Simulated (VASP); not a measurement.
# HfB2 (P6/mmm) in VASP: a series of runs

HfB2 is run at these levels: PBE, BLYP; tasks: single point.

All numbers are computed with VASP 6.6.1; they aren't measurements. Logs are shortened: lines on timing, memory, paths and dates and some standing lists are left out, and cuts for length are marked.

## 1. The cell of the first run

It takes space group P6/mmm (No. 191, hexagonal). The conventional cell has a = 3.133 Å, b = 3.133 Å, c = 3.479 Å, α = 90.00°, β = 90.00°, γ = 120.00°. Within 3.3 Å of Hf (site symmetry 6/mmm) lie 12 B at 2.51 Å and 6 Hf at 3.13 Å. Within 2.4 Å of B (site symmetry -6m2) lie 3 B at 1.81 Å.

## 2. Single point, PBE

The input, INCAR:

```
ALGO = Normal ; EDIFF = 1E-6
ENCUT = 500 ; GGA = PE
GGA_COMPAT = False ; ISIF = 2
ISMEAR = 0 ; LASPH = True
LCHARG = False ; LREAL = False
LWAVE = False ; NBANDS = 15
NELM = 120 ; PREC = Accurate
SIGMA = 0.1
```

The input, KPOINTS:

```
k-points
0
Gamma
  6 6 4
```

The input, POSCAR:

```
HfB2
1.0
    3.1326790839      0.0000000000      0.0000000000
   -1.5663395419      2.7129796685      0.0000000000
    0.0000000000      0.0000000000      3.4792139900
Hf B
1 2
Direct
    0.0000000000      0.0000000000      0.0000000000
    0.3333333333      0.6666666667      0.5000000000
    0.6666666667      0.3333333333      0.5000000000
```

Potentials or basis: VASP PAW PBE potentials, release 64 (Hf_pv, B).

Run with:

```
> cat potpaw_PBE.64/Hf_pv/POTCAR potpaw_PBE.64/B/POTCAR > POTCAR
> mpirun -np 1 vasp_std > vasp.out
```

OUTCAR:

```text
EDIFF = 1E-6
   ENCUT = 500
   GGA = PE
   ISIF = 2
   ISMEAR = 0
   LASPH = True
   LREAL = False
   NELM = 120
   PREC = Accurate

 ion  position               nearest neighbor table
   1  0.000  0.000  0.000-   2 2.51   3 2.51   2 2.51   3 2.51   2 2.51   2 2.51   3 2.51   3 2.51
                             3 2.51   3 2.51   2 2.51   2 2.51
   2  0.333  0.667  0.500-   3 1.81   3 1.81   3 1.81   1 2.51   1 2.51   1 2.51   1 2.51   1 2.51
                             1 2.51
   3  0.667  0.333  0.500-   2 1.81   2 1.81   2 1.81   1 2.51   1 2.51   1 2.51   1 2.51   1 2.51
                             1 2.51

  LATTYP: Found a hexagonal cell.
 ALAT       =     3.1326790839
 C/A-ratio  =     1.1106193443

  Lattice vectors:

 A1 = (   3.1326790839,   0.0000000000,   0.0000000000)
 A2 = (  -1.5663395419,   2.7129796685,   0.0000000000)
 A3 = (   0.0000000000,   0.0000000000,   3.4792139900)

Analysis of symmetry for initial positions (statically):
=====================================================================
 Subroutine PRICEL returns:
 Original cell was already a primitive cell.

 Routine SETGRP: Setting up the symmetry group for a
 hexagonal supercell.

 Subroutine GETGRP returns: Found 24 space group operations
 (whereof 24 operations were pure point group operations)
 out of a pool of 24 trial point group operations.

The static configuration has the point symmetry D_6h.

Analysis of symmetry for dynamics (positions and initial velocities):
=====================================================================
 Subroutine PRICEL returns:
 Original cell was already a primitive cell.

 Routine SETGRP: Setting up the symmetry group for a
 hexagonal supercell.

 Subroutine GETGRP returns: Found 24 space group operations
 (whereof 24 operations were pure point group operations)
 out of a pool of 24 trial point group operations.

The dynamic configuration has the point symmetry D_6h.

 Subroutine INISYM returns: Found 24 space group operations
 (whereof 24 operations are pure point group operations),
 and found     1 'primitive' translations

----------------------------------------------------------------------------------------

                                     Primitive cell

  volume of cell :      29.5695

  direct lattice vectors                    reciprocal lattice vectors
     3.132679084  0.000000000  0.000000000     0.319215589  0.184299206  0.000000000
    -1.566339542  2.712979669  0.000000000     0.000000000  0.368598413  0.000000000
     0.000000000  0.000000000  3.479213990     0.000000000  0.000000000  0.287421240

  length of vectors
     3.132679084  3.132679084  3.479213990     0.368598413  0.368598413  0.287421240

  position of ions in fractional coordinates (direct lattice)
     0.000000000  0.000000000  0.000000000
     0.333333333  0.666666667  0.500000000
     0.666666667  0.333333333  0.500000000

  ion indices of the primitive-cell ions
   primitive index   ion index
                 1           1
                 2           2
                 3           3

----------------------------------------------------------------------------------------

 KPOINTS: k-points

Automatic generation of k-mesh.
 Grid dimensions read from file:
 generate k-points for:    6    6    4

 Generating k-lattice:

  Cartesian coordinates                     Fractional coordinates (reciprocal lattice)
     0.053202598  0.030716534  0.000000000     0.166666667  0.000000000  0.000000000
     0.000000000  0.061433069  0.000000000     0.000000000  0.166666667  0.000000000
     0.000000000  0.000000000  0.071855310     0.000000000  0.000000000  0.250000000

  Length of vectors
     0.061433069  0.061433069  0.071855310

  Shift w.r.t. Gamma in fractional coordinates (k-lattice)
     0.000000000  0.000000000  0.000000000

 Subroutine IBZKPT returns following result:
 ===========================================

 Found     21 irreducible k-points:

 Following reciprocal coordinates:
            Coordinates               Weight
  0.000000  0.000000  0.000000      1.000000
  0.166667  0.000000  0.000000      6.000000
  0.333333  0.000000  0.000000      6.000000
  0.500000  0.000000  0.000000      3.000000
  0.166667  0.166667  0.000000      6.000000
  0.333333  0.166667  0.000000     12.000000
[... 13 lines left out ...]
  0.333333  0.166667  0.500000     12.000000
  0.333333  0.333333  0.500000      2.000000
   k-points           NKPTS =     21   k-points in BZ     NKDIM =     21   number of bands    NBANDS=     15
   number of dos      NEDOS =    301   number of ions     NIONS =      3
   total plane-waves  NPLWV =  16128
   dimension x,y,z NGX =    24 NGY =   24 NGZ =   28
   dimension x,y,z NGXF=    48 NGYF=   48 NGZF=   56
   ions per type =               1   2
   NGX,Y,Z   is equivalent  to a cutoff of  12.74, 12.74, 13.38 a.u.
   NGXF,Y,Z  is equivalent  to a cutoff of  25.47, 25.47, 26.76 a.u.
 SYSTEM =  unknown system
   PREC   = accura    normal or accurate (medium, high low for compatibility)
   ISTART =      0    job   : 0-new  1-cont  2-samecut
   ICHARG =      2    charge: 1-file 2-atom 10-const
   ISPIN  =      1    spin polarized calculation?
   LNONCOLLINEAR =      F non collinear calculations
   LSORBIT =      F    spin-orbit coupling
   LASPH  =      T    aspherical Exc in radial PAW
   ENCUT  =  500.0 eV  36.75 Ry    6.06 a.u.   5.71  5.71  6.34*2*pi/ulx,y,z
   NELM   =    120;   NELMIN=  2; NELMDL= -5     # of ELM steps
   EDIFF  = 0.1E-05   stopping-criterion for ELM
   LREAL  =      F    real-space projection
   EDIFFG = 0.1E-04   stopping-criterion for IOM
   NSW    =      0    number of steps for IOM
   IBRION =     -1    ionic relax: 0-MD 1-quasi-New 2-CG
   NFREE  =      0    steps in history (QN), initial steepest desc. (CG)
   ISIF   =      2    stress and relaxation
   ISYM   =      2    0-nonsym 1-usesym 2-fastsym
   POTIM  = 0.5000    time-step for ionic-motion
   TEBEG  =    0.0;   TEEND  =   0.0 temperature during run
   PSTRESS=    0.0 pullay stress
   NELECT =      16.0000    total number of electrons
   NUPDOWN=      -1.0000    fix difference up-down
   EMIN   =  10.00;   EMAX   =-10.00  energy-range for DOS
   EFERMI =   0.00;   METHOD = LEGACY
   ISMEAR =     0;   SIGMA  =   0.10  broadening in eV -4-tet -1-fermi 0-gaus
   EFERMI_NEDOS =   21; number of points for ismear=-14 and -15
   IALGO  =     38    algorithm
   IMIX   =      4    mixing-type and parameters
     AMIX     =   0.40;   BMIX     =  1.00
     AMIX_MAG =   1.60;   BMIX_MAG =  1.00
  volume/ion in A,a.u.               =       9.86        66.51
  Fermi-wavevector in a.u.,A,eV,Ry     =   1.334034  2.520959 24.213571  1.779647
  Thomas-Fermi vector in A             =   2.462847
   LORBIT       =      0    0 simple, 1 ext, 2 COOP (PROOUT), +10 PAW based schemes
   GGA     = PE    functional components
   LHFCALC =     F    Hartree Fock is set to
   AEXX    =    0.0000 exact exchange contribution
   IVDW    =     0    specifies the selected vdW correction
   LEPSILON=     F    determine dielectric tensor
   LRPA    =     F    only Hartree local field effects (RPA)
 non-spin polarized calculation
 Gauss-broadening in eV      SIGMA  =   0.10
  energy-cutoff  :      500.00
  volume of cell :       29.57
 maximum number of plane-waves:       760
 NGX is ok and might be reduce to    24
   NGX = 11   NGY = 11   NGZ = 13

 number of electron      15.9999998 magnetization

 Free energy of the ion-electron system (eV)
  ---------------------------------------------------
  ext. energy  EPLUGINS =         0.00000000
  ---------------------------------------------------
  free energy    TOTEN  =       -26.35064025 eV

  energy without entropy =      -26.34689517  energy(sigma->0) =      -26.34876771

 E-fermi :   7.3544     XC(G=0): -12.6200

 val. band max:        7.0097689726   @ k =   0.3333   0.1667   0.0000
 cond. band min:       7.4020852531   @ k =   0.3333   0.1667   0.0000
 fundamental gap:      0.3923162804
 Fermi energy:         7.3543917559

 k-point     1 :       0.0000    0.0000    0.0000
  band No.  band energies     occupation
      1     -22.9262      2.00000
      2     -22.3939      2.00000
      3     -22.3939      2.00000
      4      -6.0797      2.00000
      5       4.6869      2.00000
      6       4.8160      2.00000
      7       4.8160      2.00000
      8       4.9043      2.00000
      9      11.7583      0.00000
     10      11.7583      0.00000
     11      12.3865      0.00000
     12      12.3865      0.00000
     13      12.7295      0.00000
     14      12.7295      0.00000
     15      12.7680      0.00000

 k-point     2 :       0.1667    0.0000    0.0000
  band No.  band energies     occupation
      1     -22.8925      2.00000
      2     -22.5988      2.00000
      3     -22.4396      2.00000
      4      -5.4925      2.00000
      5       3.3689      2.00000
      6       4.4588      2.00000
      7       4.7511      2.00000
      8       5.2036      2.00000
      9      10.1712      0.00000
     10      11.3779      0.00000
     11      11.4177      0.00000
     12      12.0778      0.00000
     13      13.6915      0.00000
     14      14.7039      0.00000
     15      14.9214      0.00000
[... 311 lines left out ...]
      3     -22.6480      2.00000
      4      -2.5539      2.00000
      5       0.0713      2.00000
      6       2.5102      2.00000
      7       3.4166      2.00000
      8       4.8036      2.00000
      9      11.9314      0.00000
     10      12.8334      0.00000
     11      13.5020      0.00000
     12      14.7866      0.00000
     13      15.3714      0.00000
     14      15.5239      0.00000
     15      16.6201      0.00000

 k-point    21 :       0.3333    0.3333    0.5000
  band No.  band energies     occupation
      1     -23.0018      2.00000
      2     -22.8993      2.00000
      3     -22.8993      2.00000
      4      -1.4553      2.00000
      5      -1.4553      2.00000
      6       2.1876      2.00000
      7       4.5578      2.00000
      8       4.5578      2.00000
      9      12.1626      0.00000
     10      13.1687      0.00000
     11      14.6742      0.00000
     12      14.6742      0.00000
     13      15.0972      0.00000
     14      15.0972      0.00000
     15      17.2340      0.00000

------------------------ aborting loop because EDIFF is reached ----------------------------------------

  FORCE on cell =-STRESS in cart. coord.  units (eV):
  Direction    XX          YY          ZZ          XY          YZ          ZX
  --------------------------------------------------------------------------------------
  -------------------------------------------------------------------------------------
  Total        0.6792398      0.6792398      0.0268306      0.0000000      0.0000000     -0.0000000
  in kB       36.8035845     36.8035845      1.4537734      0.0000000      0.0000000     -0.0000000
  external PRESSURE =      25.0203141 kB  Pullay stress =       0.0000000 kB

 VOLUME and BASIS-vectors are now :
 -----------------------------------------------------------------------------
  energy-cutoff  :      500.00
  volume of cell :       29.57
      direct lattice vectors                 reciprocal lattice vectors
     3.132679084  0.000000000  0.000000000     0.319215589  0.184299206  0.000000000
    -1.566339542  2.712979669  0.000000000     0.000000000  0.368598413  0.000000000
     0.000000000  0.000000000  3.479213990     0.000000000  0.000000000  0.287421240

 POSITION                                       TOTAL-FORCE (eV/Angst)
 -----------------------------------------------------------------------------------
      0.00000      0.00000      0.00000        -0.000000      0.000000      0.000000
     -0.00000      1.80865      1.73961        -0.000000     -0.000000      0.000000
      1.56634      0.90433      1.73961         0.000000      0.000000      0.000000
 -----------------------------------------------------------------------------------
    total drift:                               -0.000000      0.000000      0.000000

  FREE ENERGIE OF THE ION-ELECTRON SYSTEM (eV)
  ---------------------------------------------------
  free  energy   TOTEN  =       -26.3506402452 eV

  energy  without entropy=      -26.3468951726  energy(sigma->0) =      -26.34876771
```

Run time: 17 s. Hardware: 1 thread of Intel Xeon 8259CL, shared host; peak memory 0.15 GiB.

What came out:

```
Free energy            : -26.3506 eV
Pressure               : 2.5 GPa
Band gap on the k mesh : zero (band 8 reaches 8.04 eV, above the bottom of band 9 at 7.40 eV)
```

Levels at points of the mesh, in eV from the Fermi level:
```csv
k point,band 4,band 5,band 6,band 7,band 8,band 9,band 10,band 11,band 12,band 13
"(0.00, 0.00, 0.00)",-13.43,-2.67,-2.54,-2.54,-2.45,4.40,4.40,5.03,5.03,5.38
"(0.50, 0.00, 0.00)",-9.45,-8.71,-3.81,-3.09,-2.52,2.46,3.09,5.96,6.15,6.69
"(0.00, 0.00, 0.50)",-11.02,-8.03,-0.84,-0.84,0.69,0.69,1.38,1.38,2.56,5.47
"(0.50, 0.00, 0.50)",-10.02,-7.18,-4.63,-4.36,-2.31,4.38,4.50,6.68,7.57,7.74
```

Caveat: the k points lie up to 0.45 Å⁻¹ apart; spin-orbit coupling is left out, which moves the levels of the heavy elements.

## 3. Single point, BLYP

The input, INCAR:

```
SYSTEM = HfB2
AGGAC = 1.0
AGGAX = 1.0
ALDAC = 0.0
ALDAX = 1.0
ALGO = Normal
EDIFF = 1E-6
ENCUT = 500
GGA = B5
GGA_COMPAT = .False.
ISIF = 2
ISMEAR = 0
LASPH = .True.
LCHARG = .True.
LELF = .True.
LREAL = .False.
LVHAR = .True.
LWAVE = .False.
NBANDS = 15
NELM = 120
PREC = Accurate
SIGMA = 0.1
```

The input, KPOINTS:

```
k-points
0
Gamma
  6 6 4
  0 0 0
```

POSCAR is that of step 2.

Potentials or basis: VASP PAW PBE potentials, release 64 (Hf_pv, B).

Run with:

```
> cat potpaw_PBE.64/Hf_pv/POTCAR potpaw_PBE.64/B/POTCAR > POTCAR
> mpirun -np 1 vasp_std > vasp.out
```

It took 33 s on 1 thread of Intel Xeon 8259CL, shared host; peak memory 0.15 GiB.

Results (log left out):

| Property | Result |
| --- | --- |
| Free energy | -23.3097 eV |
| Pressure | 9.6 GPa |
| Band gap on the k mesh | zero (band 8 reaches 8.57 eV, above the bottom of band 9 at 7.89 eV) |

Stress tensor (GPa, compression positive):
```
 9.25  0.00  0.00
 0.00  9.25  0.00
 0.00  0.00 10.36
```

Levels at points of the mesh, in eV from the Fermi level:
```csv
k point,band 6,band 7,band 8,band 9,band 10,band 11
"(0.00, 0.00, 0.00)",-2.58,-2.54,-2.39,4.30,4.30,4.87
"(0.50, 0.00, 0.00)",-3.79,-3.09,-2.42,2.47,3.04,5.86
"(0.00, 0.00, 0.50)",-0.92,-0.92,0.72,0.72,1.34,1.34
"(0.50, 0.00, 0.50)",-4.62,-4.27,-2.17,4.43,4.56,6.47
```

Caveat: the k points lie up to 0.45 Å⁻¹ apart; the PAW data sets were made with another functional, which shifts forces and pressure a little; spin-orbit coupling is left out, which moves the levels of the heavy elements.
